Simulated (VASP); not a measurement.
# HgTe (F-43m) in VASP: a series of runs

HgTe is run at these levels: PBEsol; tasks: single point.

All numbers are computed with VASP 6.6.1; they aren't measurements. Logs are shortened: lines on timing, memory, paths and dates and some standing lists are left out, and cuts for length are marked.

## Step 1: The cell of the first run

Symmetry: F-43m, No. 216, cubic system. Conventional cell: a = 6.509 Å, b = 6.509 Å, c = 6.509 Å, α = 90.00°, β = 90.00°, γ = 90.00°. Hg (site symmetry -43m) has 4 Te at 2.82 Å within 3.7 Å. Within 3.7 Å of Te (site symmetry -43m) lie 4 Hg at 2.82 Å.

## Step 2: Single point, PBEsol

Contents of INCAR:

```
SYSTEM = HgTe
PREC = Accurate ; ENCUT = 520
EDIFF = 1E-6 ; ISMEAR = 0
SIGMA = 0.1 ; LREAL = .False.
LASPH = .True. ; NELM = 60
ALGO = Normal ; ISIF = 2
LWAVE = .False. ; LCHARG = .True.
GGA = PS ; LELF = .True.
LVHAR = .True. ; NBANDS = 16
```

Contents of KPOINTS:

```
regular mesh
0
Gamma
  12 12 12
  0 0 0
```

Contents of POSCAR:

```
HgTe
1.0
    0.0000000000      3.2547153907      3.2547153907
    3.2547153907      0.0000000000      3.2547153907
    3.2547153907      3.2547153907      0.0000000000
Hg Te
1 1
Direct
    0.0000000000      0.0000000000      0.0000000000
    0.2500000000      0.2500000000      0.2500000000
```

Potentials or basis: VASP PAW PBE potentials, release 64 (Hg, Te).

Command:

```bash
$ cat potpaw_PBE.64/Hg/POTCAR potpaw_PBE.64/Te/POTCAR > POTCAR
$ mpirun -np 1 vasp_std > vasp.out
```

OUTCAR:

```text
SYSTEM = HgTe
   PREC = Accurate
   ENCUT = 520
   EDIFF = 1E-6
   ISMEAR = 0
   LREAL = .False.
   LASPH = .True.
   NELM = 60
   ISIF = 2
   GGA = PS

 ion  position               nearest neighbor table
   1  0.000  0.000  0.000-   2 2.82   2 2.82   2 2.82   2 2.82
   2  0.250  0.250  0.250-   1 2.82   1 2.82   1 2.82   1 2.82

  LATTYP: Found a face centered cubic cell.
 ALAT       =     6.5094307814

  Lattice vectors:

 A1 = (   0.0000000000,   3.2547153907,   3.2547153907)
 A2 = (   3.2547153907,   0.0000000000,   3.2547153907)
 A3 = (   3.2547153907,   3.2547153907,   0.0000000000)

Analysis of symmetry for initial positions (statically):
=====================================================================
 Subroutine PRICEL returns:
 Original cell was already a primitive cell.

 Routine SETGRP: Setting up the symmetry group for a
 face centered cubic supercell.

 Subroutine GETGRP returns: Found 24 space group operations
 (whereof 24 operations were pure point group operations)
 out of a pool of 48 trial point group operations.

The static configuration has the point symmetry T_d .

Analysis of symmetry for dynamics (positions and initial velocities):
=====================================================================
 Subroutine PRICEL returns:
 Original cell was already a primitive cell.

 Routine SETGRP: Setting up the symmetry group for a
 face centered cubic supercell.

 Subroutine GETGRP returns: Found 24 space group operations
 (whereof 24 operations were pure point group operations)
 out of a pool of 48 trial point group operations.

The dynamic configuration has the point symmetry T_d .

 Subroutine INISYM returns: Found 24 space group operations
 (whereof 24 operations are pure point group operations),
 and found     1 'primitive' translations

----------------------------------------------------------------------------------------

                                     Primitive cell

  volume of cell :      68.9555

  direct lattice vectors                    reciprocal lattice vectors
     0.000000000  3.254715391  3.254715391    -0.153623263  0.153623263  0.153623263
     3.254715391  0.000000000  3.254715391     0.153623263 -0.153623263  0.153623263
     3.254715391  3.254715391  0.000000000     0.153623263  0.153623263 -0.153623263

  length of vectors
     4.602862647  4.602862647  4.602862647     0.266083298  0.266083298  0.266083298

  position of ions in fractional coordinates (direct lattice)
     0.000000000  0.000000000  0.000000000
     0.250000000  0.250000000  0.250000000

  ion indices of the primitive-cell ions
   primitive index   ion index
                 1           1
                 2           2

----------------------------------------------------------------------------------------

 KPOINTS: regular mesh

Automatic generation of k-mesh.
 Grid dimensions read from file:
 generate k-points for:   12   12   12

 Generating k-lattice:

  Cartesian coordinates                     Fractional coordinates (reciprocal lattice)
    -0.012801939  0.012801939  0.012801939     0.083333333  0.000000000  0.000000000
     0.012801939 -0.012801939  0.012801939     0.000000000  0.083333333  0.000000000
     0.012801939  0.012801939 -0.012801939     0.000000000  0.000000000  0.083333333

  Length of vectors
     0.022173608  0.022173608  0.022173608

  Shift w.r.t. Gamma in fractional coordinates (k-lattice)
     0.000000000  0.000000000  0.000000000

 Subroutine IBZKPT returns following result:
 ===========================================

 Found     72 irreducible k-points:

 Following reciprocal coordinates:
            Coordinates               Weight
  0.000000  0.000000  0.000000      1.000000
  0.083333  0.000000  0.000000      8.000000
  0.166667  0.000000  0.000000      8.000000
  0.250000  0.000000  0.000000      8.000000
  0.333333  0.000000  0.000000      8.000000
  0.416667  0.000000  0.000000      8.000000
[... 16 lines left out ...]
  0.500000  0.166667  0.000000     24.000000
 -0.416667  0.166667  0.000000     24.000000
 [... further k-points ...]
   k-points           NKPTS =     72   k-points in BZ     NKDIM =     72   number of bands    NBANDS=     16
   number of dos      NEDOS =    301   number of ions     NIONS =      2
   total plane-waves  NPLWV =  46656
   dimension x,y,z NGX =    36 NGY =   36 NGZ =   36
   dimension x,y,z NGXF=    72 NGYF=   72 NGZF=   72
   ions per type =               1   1
   NGX,Y,Z   is equivalent  to a cutoff of  13.00, 13.00, 13.00 a.u.
   NGXF,Y,Z  is equivalent  to a cutoff of  26.00, 26.00, 26.00 a.u.
 SYSTEM =  HgTe
   PREC   = accura    normal or accurate (medium, high low for compatibility)
   ISTART =      0    job   : 0-new  1-cont  2-samecut
   ICHARG =      2    charge: 1-file 2-atom 10-const
   ISPIN  =      1    spin polarized calculation?
   LNONCOLLINEAR =      F non collinear calculations
   LSORBIT =      F    spin-orbit coupling
   LASPH  =      T    aspherical Exc in radial PAW
   ENCUT  =  520.0 eV  38.22 Ry    6.18 a.u.   8.56  8.56  8.56*2*pi/ulx,y,z
   NELM   =     60;   NELMIN=  2; NELMDL= -5     # of ELM steps
   EDIFF  = 0.1E-05   stopping-criterion for ELM
   LREAL  =      F    real-space projection
   EDIFFG = 0.1E-04   stopping-criterion for IOM
   NSW    =      0    number of steps for IOM
   IBRION =     -1    ionic relax: 0-MD 1-quasi-New 2-CG
   NFREE  =      0    steps in history (QN), initial steepest desc. (CG)
   ISIF   =      2    stress and relaxation
   ISYM   =      2    0-nonsym 1-usesym 2-fastsym
   POTIM  = 0.5000    time-step for ionic-motion
   TEBEG  =    0.0;   TEEND  =   0.0 temperature during run
   PSTRESS=    0.0 pullay stress
   NELECT =      18.0000    total number of electrons
   NUPDOWN=      -1.0000    fix difference up-down
   EMIN   =  10.00;   EMAX   =-10.00  energy-range for DOS
   EFERMI =   0.00;   METHOD = LEGACY
   ISMEAR =     0;   SIGMA  =   0.10  broadening in eV -4-tet -1-fermi 0-gaus
   EFERMI_NEDOS =   21; number of points for ismear=-14 and -15
   IALGO  =     38    algorithm
   IMIX   =      4    mixing-type and parameters
     AMIX     =   0.40;   BMIX     =  1.00
     AMIX_MAG =   1.60;   BMIX_MAG =  1.00
  volume/ion in A,a.u.               =      34.48       232.67
  Fermi-wavevector in a.u.,A,eV,Ry     =   1.046267  1.977158 14.893961  1.094675
  Thomas-Fermi vector in A             =   2.181098
   LORBIT       =      0    0 simple, 1 ext, 2 COOP (PROOUT), +10 PAW based schemes
   GGA     = PS    functional components
   LHFCALC =     F    Hartree Fock is set to
   AEXX    =    0.0000 exact exchange contribution
   IVDW    =     0    specifies the selected vdW correction
   LEPSILON=     F    determine dielectric tensor
   LRPA    =     F    only Hartree local field effects (RPA)
 non-spin polarized calculation
 Gauss-broadening in eV      SIGMA  =   0.10
  energy-cutoff  :      520.00
  volume of cell :       68.96
 maximum number of plane-waves:      1880
 NGX is ok and might be reduce to    36
   NGX = 17   NGY = 17   NGZ = 17

 number of electron      18.0000002 magnetization

 Free energy of the ion-electron system (eV)
  ---------------------------------------------------
  ext. energy  EPLUGINS =         0.00000000
  ---------------------------------------------------
  free energy    TOTEN  =        -4.37731950 eV

  energy without entropy =       -4.37716326  energy(sigma->0) =       -4.37724138

 E-fermi :   2.7956     XC(G=0):  -8.8418

 val. band max:        2.7317432277   @ k =   0.0000   0.0000   0.0000
 cond. band min:       3.1217506240   @ k =   0.0833   0.0000   0.0000
 fundamental gap:      0.3900073964
 Fermi energy:         2.7956300337

 k-point     1 :       0.0000    0.0000    0.0000
  band No.  band energies     occupation
      1      -9.1425      2.00000
      2      -4.4918      2.00000
      3      -4.4918      2.00000
      4      -4.4918      2.00000
      5      -3.9811      2.00000
      6      -3.9811      2.00000
[... 8 lines left out ...]
     15      12.2391      0.00000
     16      12.2391      0.00000

 k-point     2 :       0.0833    0.0000    0.0000
  band No.  band energies     occupation
      1      -9.1087      2.00000
      2      -4.4823      2.00000
      3      -4.4823      2.00000
      4      -4.4804      2.00000
      5      -3.9823      2.00000
      6      -3.9823      2.00000
[... 8 lines left out ...]
     15      11.6666      0.00000
     16      11.6666      0.00000

 k-point     3 :       0.1667    0.0000    0.0000
  band No.  band energies     occupation
      1      -9.0142      2.00000
      2      -4.4571      2.00000
      3      -4.4571      2.00000
      4      -4.4375      2.00000
      5      -3.9839      2.00000
      6      -3.9839      2.00000
[... 8 lines left out ...]
     15      11.2373      0.00000
     16      11.2373      0.00000

 k-point     4 :       0.2500    0.0000    0.0000
  band No.  band energies     occupation
      1      -8.8797      2.00000
      2      -4.4250      2.00000
      3      -4.4250      2.00000
      4      -4.3396      2.00000
      5      -3.9823      2.00000
      6      -3.9823      2.00000
[... 8 lines left out ...]
     15      11.1781      0.00000
     16      11.1781      0.00000
[... 324 lines left out ...]
 k-point    22 :       0.4167    0.1667    0.0000
  band No.  band energies     occupation
      1      -8.6219      2.00000
      2      -4.3735      2.00000
      3      -4.3290      2.00000
      4      -4.1251      2.00000
      5      -3.9515      2.00000
      6      -3.9142      2.00000
[... 8 lines left out ...]
     15      12.0388      0.00000
     16      12.8017      0.00000

 k-point    23 :       0.5000    0.1667    0.0000
  band No.  band energies     occupation
      1      -8.5450      2.00000
      2      -4.3573      2.00000
      3      -4.3215      2.00000
      4      -4.0321      2.00000
      5      -3.9564      2.00000
      6      -3.7240      2.00000
[... 8 lines left out ...]
     15      12.2519      0.00000
     16      12.8296      0.00000

 k-point    24 :      -0.4167    0.1667    0.0000
  band No.  band energies     occupation
      1      -8.5350      2.00000
      2      -4.3512      2.00000
      3      -4.3285      2.00000
      4      -3.9977      2.00000
      5      -3.9707      2.00000
      6      -3.6756      2.00000
[... 8 lines left out ...]
     15      12.0034      0.00000
     16      12.1878      0.00000

 [... further k-points ...]
[... 5 lines left out ...]
  --------------------------------------------------------------------------------------
  -------------------------------------------------------------------------------------
  Total        0.0464548      0.0464548      0.0464548      0.0000000      0.0000000      0.0000000
  in kB        1.0793746      1.0793746      1.0793746      0.0000000      0.0000000      0.0000000
  external PRESSURE =       1.0793746 kB  Pullay stress =       0.0000000 kB

 VOLUME and BASIS-vectors are now :
 -----------------------------------------------------------------------------
  energy-cutoff  :      520.00
  volume of cell :       68.96
      direct lattice vectors                 reciprocal lattice vectors
     0.000000000  3.254715391  3.254715391    -0.153623263  0.153623263  0.153623263
     3.254715391  0.000000000  3.254715391     0.153623263 -0.153623263  0.153623263
     3.254715391  3.254715391  0.000000000     0.153623263  0.153623263 -0.153623263

 POSITION                                       TOTAL-FORCE (eV/Angst)
 -----------------------------------------------------------------------------------
      0.00000      0.00000      0.00000         0.000000      0.000000     -0.000000
      1.62736      1.62736      1.62736        -0.000000     -0.000000      0.000000
 -----------------------------------------------------------------------------------
    total drift:                               -0.000000     -0.000000     -0.000000

  FREE ENERGIE OF THE ION-ELECTRON SYSTEM (eV)
  ---------------------------------------------------
  free  energy   TOTEN  =        -4.3773195002 eV

  energy  without entropy=       -4.3771632612  energy(sigma->0) =       -4.37724138
```

It took 36 s on 1 thread of Intel Xeon 6975P-C (Granite Rapids), shared host; peak memory 0.24 GiB.

What came out:

| Quantity | Value |
| --- | --- |
| Free energy | -4.3773 eV |
| Pressure | 0.1 GPa |
| Band gap on the k mesh | zero (filled and empty bands touch) |

Levels at points of the mesh, in eV from the Fermi level:
```tsv
k point	band 6	band 7	band 8	band 9	band 10	band 11	band 12	band 13
(0.00, 0.00, 0.00)	-6.78	-0.92	-0.06	-0.06	-0.06	4.15	4.15	4.15
(0.50, 0.00, 0.00)	-6.49	-5.46	-1.02	-1.02	0.57	4.94	4.94	6.67
(0.50, 0.50, 0.00)	-6.35	-5.42	-2.27	-2.27	1.79	2.37	7.96	8.67
```

Caveat: the PAW data sets were made with another functional, which shifts forces and pressure a little; spin-orbit coupling is left out, which moves the levels of the heavy elements.

## Step 3: Single point, PBEsol (volume scaled by 1.03)

Contents of INCAR:

```
PREC = Accurate ; ENCUT = 520
EDIFF = 1E-6 ; ISMEAR = 0
SIGMA = 0.1 ; LREAL = False
LASPH = True ; NELM = 100
ALGO = Normal ; ISIF = 2
LWAVE = False ; LCHARG = False
GGA = PS ; NBANDS = 16
```

Contents of KPOINTS:

```
regular mesh
0
Gamma
  12 12 12
```

Contents of POSCAR:

```
HgTe
1.0
    0.0000000000      3.2869423914      3.2869423914
    3.2869423914      0.0000000000      3.2869423914
    3.2869423914      3.2869423914      0.0000000000
Hg Te
1 1
Direct
    0.0000000000      0.0000000000      0.0000000000
    0.2500000000      0.2500000000      0.2500000000
```

Potentials or basis: VASP PAW PBE potentials, release 64 (Hg, Te).

Command:

```bash
$ cat potpaw_PBE.64/Hg/POTCAR potpaw_PBE.64/Te/POTCAR > POTCAR
$ mpirun -np 1 vasp_std > vasp.out
```

Run time: 40 s. Hardware: 1 thread of Intel Xeon 6975P-C (Granite Rapids), shared host; peak memory 0.25 GiB.

Results (log left out):

```yaml
Free_energy: -4.3714 eV
Pressure: -1.1 GPa
Band_gap_on_the_k_mesh: zero (filled and empty bands touch)
```

Levels at points of the mesh, in eV from the Fermi level:
| k point | band 7 | band 8 | band 9 | band 10 | band 11 | band 12 |
| --- | --- | --- | --- | --- | --- | --- |
| (0.00, 0.00, 0.00) | -0.99 | -0.07 | -0.07 | -0.07 | 4.20 | 4.20 |
| (0.50, 0.00, 0.00) | -5.28 | -0.97 | -0.97 | 0.57 | 4.96 | 4.96 |
| (0.50, 0.50, 0.00) | -5.26 | -2.15 | -2.15 | 1.79 | 2.45 | 7.85 |

Caveat: the PAW data sets were made with another functional, which shifts forces and pressure a little; spin-orbit coupling is left out, which moves the levels of the heavy elements.
